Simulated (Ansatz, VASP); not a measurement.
**TiTe2: VASP beside Ansatz**

```
CELL_PARAMETERS angstrom
3.76903 0.00000 0.00000
-1.88451 3.26407 0.00000
0.00000 0.00000 6.89812
ATOMIC_POSITIONS crystal
Ti 0.00000 0.00000 0.00000
Te 0.66667 0.33333 0.25086
Te 0.33333 0.66667 0.74914
```

Alike in both runs: functional PBE; k mesh 12 × 12 × 8; occupations gaussian, width 0.1 eV; no spin polarisation.

Ansatz relaxed the structure, and its values are those at the end. VASP's run is a single point on that final structure, the one shown.

```csv
,VASP,Ansatz
version,VASP 6.6.1,Ansatz 0.2.0
potentials or method,"VASP PAW PBE potentials, release 64 (Ti_sv, Te), cutoff 520 eV","scalar-relativistic, plane waves, PAW"
valence electrons in the cell,24,44
```

VASP gave:

```
gap on the k mesh at the Fermi level (eV) : none
pressure (GPa)                            : 0.0
rms of the force components (eV/Å)        : 0.005
```

Which values does Ansatz return?

gap on the k mesh at the Fermi level (eV): none; pressure (GPa): 0.0; rms of the force components (eV/Å): 0.000.

A gap of «none» marks a metal or a gap that the smearing closes. VASP's potentials hold 24 valence electrons a cell and Ansatz's 44, so a difference there can come from the potentials and not from the codes.

Neither program's run includes spin-orbit coupling.
